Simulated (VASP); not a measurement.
Runs of VASP 6.6.1 on Ni. The structure is that of space group Fm-3m (No. 225), or close to it. The cells are those of the table. 

```csv
task,cell,k mesh,cutoff (eV),gap on the mesh (eV),pressure (GPa),moment (μB)
single point,"a = 2.489 Å, angles 60.0°, 1 atom",10 × 10 × 10,520,none,(b),0.72
single point,"a = 2.488 Å, angles 60.0°, 1 atom",20 × 20 × 20,520,none,-0.1,0.63
relaxation of cell and atoms,"relaxed from a = 2.489 Å, angles 60.0°, 1 atom",20 × 20 × 20,600,none,0.0,0.63
single point,"a = 2.457 Å, angles 60.0°, 1 atom",8 × 8 × 8,520,none,(a),0.70
```

Alike in all rows: level PBE; potentials or basis VASP PAW PBE potentials, release 64 (Ni); spin collinear, ferromagnetic start; smearing gaussian 0.1 eV.

Q: Estimate the missing entries.

A: (a) 8.3; (b) 0.2.

Caveats: some runs use coarse meshes.

A gap of «none» marks levels without a gap at the run's occupations.
